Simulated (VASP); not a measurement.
# Cu4BrCl3 (P4/mmm) in VASP: further runs

Aim: see how the results for Cu4BrCl3 move with the level of theory and the settings. Levels: PBE+D4, PBE. Tasks: single point.

All numbers are computed with VASP 6.6.1; they aren't measurements. Logs are shortened: lines on timing, memory, paths and dates and some standing lists are left out, and cuts for length are marked.

### 1 The cell of the first run

The structure is tetragonal, space group P4/mmm (No. 123). The conventional cell has a = 3.678 Å, b = 3.678 Å, c = 10.327 Å, α = 90.00°, β = 90.00°, γ = 90.00°. Within 3.4 Å of Cu (site symmetry 4mm) lie 5 Cl at 2.55 to 2.60 Å and 1 Br at 2.61 Å. Within 3.4 Å of Cu (site symmetry 4/mmm) lie 6 Cl at 2.54 to 2.60 Å. Within 3.4 Å of Cu (site symmetry 4/mmm) lie 4 Br at 2.60 Å and 2 Cl at 2.62 Å. Br (site symmetry 4/mmm) has 6 Cu at 2.60 to 2.61 Å within 3.4 Å. Cl (site symmetry 4mm) has 6 Cu at 2.54 to 2.62 Å within 3.4 Å. Within 3.4 Å of Cl (site symmetry 4/mmm) lie 6 Cu at 2.55 to 2.60 Å.

### 2 Single point, PBE+D4

Contents of INCAR:

```
  ALGO = Normal
  EDIFF = 1E-6
  ENCUT = 520
  GGA = PE
  ISIF = 2
  ISMEAR = 0
  IVDW = 13
  LASPH = True
  LCHARG = False
  LREAL = False
  LWAVE = False
  NBANDS = 46
  NELM = 60
  PREC = Accurate
  SIGMA = 0.01
```

Contents of KPOINTS:

```
k-points
0
Gamma
  6 6 2
```

Contents of POSCAR:

```
Cu4BrCl3
1.0
    3.6784520000      0.0000000000      0.0000000000
    0.0000000000      3.6784520000      0.0000000000
    0.0000000000      0.0000000000     10.3272830000
Cu Br Cl
4 1 3
Direct
    0.0000000000      0.0000000000      0.7473220000
    0.5000000000      0.5000000000      0.5000000000
    0.0000000000      0.0000000000      0.2526780000
    0.5000000000      0.5000000000      0.0000000000
    0.0000000000      0.0000000000      0.0000000000
    0.5000000000      0.5000000000      0.7464270000
    0.0000000000      0.0000000000      0.5000000000
    0.5000000000      0.5000000000      0.2535730000
```

Potentials or basis: VASP PAW PBE potentials, release 64 (Cu, Br, Cl).

Started as:

```console
$ cat potpaw_PBE.64/Cu/POTCAR potpaw_PBE.64/Br/POTCAR potpaw_PBE.64/Cl/POTCAR > POTCAR
$ mpirun -np 1 vasp_std > vasp.out
```

OUTCAR:

```text
EDIFF = 1E-6
   ENCUT = 520
   GGA = PE
   ISIF = 2
   ISMEAR = 0
   IVDW = 13
   LASPH = True
   LREAL = False
   NELM = 60
   PREC = Accurate

 ion  position               nearest neighbor table
   1  0.000  0.000  0.747-   7 2.55   6 2.60   6 2.60   6 2.60   6 2.60   5 2.61
   2  0.500  0.500  0.500-   6 2.54   8 2.54   7 2.60   7 2.60   7 2.60   7 2.60
   3  0.000  0.000  0.253-   7 2.55   8 2.60   8 2.60   8 2.60   8 2.60   5 2.61
   4  0.500  0.500  0.000-   5 2.60   5 2.60   5 2.60   5 2.60   8 2.62   6 2.62
   5  0.000  0.000  0.000-   4 2.60   4 2.60   4 2.60   4 2.60   1 2.61   3 2.61
   6  0.500  0.500  0.746-   2 2.54   1 2.60   1 2.60   1 2.60   1 2.60   4 2.62
   7  0.000  0.000  0.500-   1 2.55   3 2.55   2 2.60   2 2.60   2 2.60   2 2.60
   8  0.500  0.500  0.254-   2 2.54   3 2.60   3 2.60   3 2.60   3 2.60   4 2.62

  LATTYP: Found a simple tetragonal cell.
 ALAT       =     3.6784520000
 C/A-ratio  =     2.8075078865

  Lattice vectors:

 A1 = (   3.6784520000,   0.0000000000,   0.0000000000)
 A2 = (   0.0000000000,   3.6784520000,   0.0000000000)
 A3 = (   0.0000000000,   0.0000000000,  10.3272830000)

Analysis of symmetry for initial positions (statically):
=====================================================================
 Subroutine PRICEL returns:
 Original cell was already a primitive cell.

 Routine SETGRP: Setting up the symmetry group for a
 simple tetragonal supercell.

 Subroutine GETGRP returns: Found 16 space group operations
 (whereof 16 operations were pure point group operations)
 out of a pool of 16 trial point group operations.

The static configuration has the point symmetry D_4h.

Analysis of symmetry for dynamics (positions and initial velocities):
=====================================================================
 Subroutine PRICEL returns:
 Original cell was already a primitive cell.

 Routine SETGRP: Setting up the symmetry group for a
 simple tetragonal supercell.

 Subroutine GETGRP returns: Found 16 space group operations
 (whereof 16 operations were pure point group operations)
 out of a pool of 16 trial point group operations.

The dynamic configuration has the point symmetry D_4h.

 Subroutine INISYM returns: Found 16 space group operations
 (whereof 16 operations are pure point group operations),
 and found     1 'primitive' translations

----------------------------------------------------------------------------------------

                                     Primitive cell

  volume of cell :     139.7386

  direct lattice vectors                    reciprocal lattice vectors
     3.678452000  0.000000000  0.000000000     0.271853486  0.000000000  0.000000000
     0.000000000  3.678452000  0.000000000     0.000000000  0.271853486  0.000000000
     0.000000000  0.000000000 10.327283000     0.000000000  0.000000000  0.096830890

  length of vectors
     3.678452000  3.678452000 10.327283000     0.271853486  0.271853486  0.096830890

  position of ions in fractional coordinates (direct lattice)
     0.000000000  0.000000000  0.747322000
     0.500000000  0.500000000  0.500000000
     0.000000000  0.000000000  0.252678000
     0.500000000  0.500000000  0.000000000
     0.000000000  0.000000000  0.000000000
     0.500000000  0.500000000  0.746427000
     0.000000000  0.000000000  0.500000000
     0.500000000  0.500000000  0.253573000

  ion indices of the primitive-cell ions
   primitive index   ion index
                 1           1
                 2           2
                 3           3
                 4           4
                 5           5
                 6           6
                 7           7
                 8           8

----------------------------------------------------------------------------------------

 KPOINTS: k-points

Automatic generation of k-mesh.
 Grid dimensions read from file:
 generate k-points for:    6    6    2

 Generating k-lattice:

  Cartesian coordinates                     Fractional coordinates (reciprocal lattice)
     0.045308914  0.000000000  0.000000000     0.166666667  0.000000000  0.000000000
     0.000000000  0.045308914  0.000000000     0.000000000  0.166666667  0.000000000
     0.000000000  0.000000000  0.048415445     0.000000000  0.000000000  0.500000000

  Length of vectors
     0.045308914  0.045308914  0.048415445

  Shift w.r.t. Gamma in fractional coordinates (k-lattice)
     0.000000000  0.000000000  0.000000000

 Subroutine IBZKPT returns following result:
 ===========================================

 Found     20 irreducible k-points:

 Following reciprocal coordinates:
            Coordinates               Weight
  0.000000  0.000000  0.000000      1.000000
  0.166667  0.000000  0.000000      4.000000
  0.333333  0.000000  0.000000      4.000000
  0.500000  0.000000  0.000000      2.000000
  0.166667  0.166667  0.000000      4.000000
  0.333333  0.166667  0.000000      8.000000
[... 12 lines left out ...]
  0.500000  0.333333  0.500000      4.000000
  0.500000  0.500000  0.500000      1.000000
   k-points           NKPTS =     20   k-points in BZ     NKDIM =     20   number of bands    NBANDS=     46
   number of dos      NEDOS =    301   number of ions     NIONS =      8
   total plane-waves  NPLWV =  62720
   dimension x,y,z NGX =    28 NGY =   28 NGZ =   80
   dimension x,y,z NGXF=    56 NGYF=   56 NGZF=  160
   ions per type =               4   1   3
   NGX,Y,Z   is equivalent  to a cutoff of  12.65, 12.65, 12.88 a.u.
   NGXF,Y,Z  is equivalent  to a cutoff of  25.31, 25.31, 25.76 a.u.
 SYSTEM =  unknown system
   PREC   = accura    normal or accurate (medium, high low for compatibility)
   ISTART =      0    job   : 0-new  1-cont  2-samecut
   ICHARG =      2    charge: 1-file 2-atom 10-const
   ISPIN  =      1    spin polarized calculation?
   LNONCOLLINEAR =      F non collinear calculations
   LSORBIT =      F    spin-orbit coupling
   LASPH  =      T    aspherical Exc in radial PAW
   ENCUT  =  520.0 eV  38.22 Ry    6.18 a.u.   6.84  6.84 19.20*2*pi/ulx,y,z
   NELM   =     60;   NELMIN=  2; NELMDL= -5     # of ELM steps
   EDIFF  = 0.1E-05   stopping-criterion for ELM
   LREAL  =      F    real-space projection
   EDIFFG = 0.1E-04   stopping-criterion for IOM
   NSW    =      0    number of steps for IOM
   IBRION =     -1    ionic relax: 0-MD 1-quasi-New 2-CG
   NFREE  =      0    steps in history (QN), initial steepest desc. (CG)
   ISIF   =      2    stress and relaxation
   ISYM   =      2    0-nonsym 1-usesym 2-fastsym
   POTIM  = 0.5000    time-step for ionic-motion
   TEBEG  =    0.0;   TEEND  =   0.0 temperature during run
   PSTRESS=    0.0 pullay stress
   NELECT =      72.0000    total number of electrons
   NUPDOWN=      -1.0000    fix difference up-down
   EMIN   =  10.00;   EMAX   =-10.00  energy-range for DOS
   EFERMI =   0.00;   METHOD = LEGACY
   ISMEAR =     0;   SIGMA  =   0.01  broadening in eV -4-tet -1-fermi 0-gaus
   EFERMI_NEDOS =   21; number of points for ismear=-14 and -15
   IALGO  =     38    algorithm
   IMIX   =      4    mixing-type and parameters
     AMIX     =   0.40;   BMIX     =  1.00
     AMIX_MAG =   1.60;   BMIX_MAG =  1.00
  volume/ion in A,a.u.               =      17.47       117.88
  Fermi-wavevector in a.u.,A,eV,Ry     =   1.312442  2.480156 23.436103  1.722505
  Thomas-Fermi vector in A             =   2.442834
   LORBIT       =      0    0 simple, 1 ext, 2 COOP (PROOUT), +10 PAW based schemes
   GGA     = PE    functional components
   LHFCALC =     F    Hartree Fock is set to
   AEXX    =    0.0000 exact exchange contribution
   IVDW    =    13    specifies the selected vdW correction
   LEPSILON=     F    determine dielectric tensor
   LRPA    =     F    only Hartree local field effects (RPA)
 non-spin polarized calculation
 Gauss-broadening in eV      SIGMA  =   0.01
  energy-cutoff  :      520.00
  volume of cell :      139.74
 maximum number of plane-waves:      3788
 NGX is ok and might be reduce to    28
   NGX = 13   NGY = 13   NGZ = 39

 number of electron      72.0000065 magnetization

 Free energy of the ion-electron system (eV)
  ---------------------------------------------------
  ext. energy  EPLUGINS =         0.00000000
  ---------------------------------------------------
  free energy    TOTEN  =       -23.43837067 eV

  energy without entropy =      -23.43837067  energy(sigma->0) =      -23.43837067

 E-fermi :   5.4410     XC(G=0): -10.4255

 val. band max:        5.3697694945   @ k =   0.5000   0.0000   0.0000
 cond. band min:       5.5351289844   @ k =   0.0000   0.0000   0.0000
 fundamental gap:      0.1653594899
 Fermi energy:         5.4410263002

 k-point     1 :       0.0000    0.0000    0.0000
  band No.  band energies     occupation
      1     -11.7831      2.00000
      2     -11.3450      2.00000
      3     -11.2762      2.00000
      4     -10.8354      2.00000
      5      -1.1319      2.00000
      6      -0.4711      2.00000
[... 38 lines left out ...]
     45      12.4167      0.00000
     46      14.3702      0.00000

 k-point     2 :       0.1667    0.0000    0.0000
  band No.  band energies     occupation
      1     -11.6650      2.00000
      2     -11.2673      2.00000
      3     -11.2082      2.00000
      4     -10.8265      2.00000
      5      -0.9725      2.00000
      6      -0.7855      2.00000
[... 38 lines left out ...]
     45      12.4093      0.00000
     46      13.4310      0.00000

 k-point     3 :       0.3333    0.0000    0.0000
  band No.  band energies     occupation
      1     -11.3680      2.00000
      2     -11.1022      2.00000
      3     -11.0649      2.00000
      4     -10.8597      2.00000
      5      -1.5869      2.00000
      6      -1.5293      2.00000
[... 822 lines left out ...]
     45      12.7474      0.00000
     46      12.9122      0.00000

 k-point    20 :       0.5000    0.5000    0.5000
  band No.  band energies     occupation
      1     -10.8413      2.00000
      2     -10.8389      2.00000
      3     -10.8339      2.00000
      4     -10.8249      2.00000
      5      -0.9942      2.00000
      6      -0.9942      2.00000
[... 38 lines left out ...]
     45      13.5202      0.00000
     46      13.5207      0.00000

------------------------ aborting loop because EDIFF is reached ----------------------------------------

  DFT-D4 for vdW energy calculation

  Edisp (eV):   -2.77842

  FORCE on cell =-STRESS in cart. coord.  units (eV):
  Direction    XX          YY          ZZ          XY          YZ          ZX
  --------------------------------------------------------------------------------------
  -------------------------------------------------------------------------------------
  Total      -1.58640    -1.58640    -1.93113     0.00000    -0.00000     0.00000
  in kB     -18.18894   -18.18894   -22.14147     0.00000    -0.00000     0.00000
  external pressure =      -19.51 kB  Pullay stress =        0.00 kB

 VOLUME and BASIS-vectors are now :
 -----------------------------------------------------------------------------
  energy-cutoff  :      520.00
  volume of cell :      139.74
      direct lattice vectors                 reciprocal lattice vectors
     3.678452000  0.000000000  0.000000000     0.271853486  0.000000000  0.000000000
     0.000000000  3.678452000  0.000000000     0.000000000  0.271853486  0.000000000
     0.000000000  0.000000000 10.327283000     0.000000000  0.000000000  0.096830890

 POSITION                                       TOTAL-FORCE (eV/Angst)
 -----------------------------------------------------------------------------------
      0.00000      0.00000      7.71781         0.000000     -0.000000     -0.111394
      1.83923      1.83923      5.16364         0.000000     -0.000000      0.000000
      0.00000      0.00000      2.60948         0.000000     -0.000000      0.111394
      1.83923      1.83923      0.00000         0.000000     -0.000000      0.000000
      0.00000      0.00000      0.00000         0.000000     -0.000000      0.000000
      1.83923      1.83923      7.70856         0.000000      0.000000     -0.142273
      0.00000      0.00000      5.16364         0.000000     -0.000000      0.000000
      1.83923      1.83923      2.61872        -0.000000      0.000000      0.142273
 -----------------------------------------------------------------------------------
    total drift:                                0.000000      0.000000     -0.000000

  FREE ENERGIE OF THE ION-ELECTRON SYSTEM (eV)
  ---------------------------------------------------
  free  energy   TOTEN  =       -26.2167927254 eV

  energy  without entropy=      -26.2167927254  energy(sigma->0) =      -26.21679273
```

Run time: 3.2 min. Hardware: 1 thread of Oxide Virtual Turin-like, shared host; peak memory 0.26 GiB.

What came out:

* Free energy: -26.2168 eV
* Pressure: -2.0 GPa
* Largest force: 0.142 eV/Å
* Band gap on the k mesh: 0.17 eV (least direct gap 1.20 eV)
* Dispersion energy per atom: -0.347 eV

Forces in eV/Å, atoms in the order of the input:
```
Cu   0.000  0.000 -0.111
Cu   0.000  0.000  0.000
Cu   0.000  0.000  0.111
Cu   0.000  0.000  0.000
Br   0.000  0.000  0.000
Cl   0.000  0.000 -0.142
Cl   0.000  0.000  0.000
Cl   0.000  0.000  0.142
```

Caveat: semilocal functionals underestimate gaps, and a narrow one can read as zero.

(Part 1 of 2 ends here.)
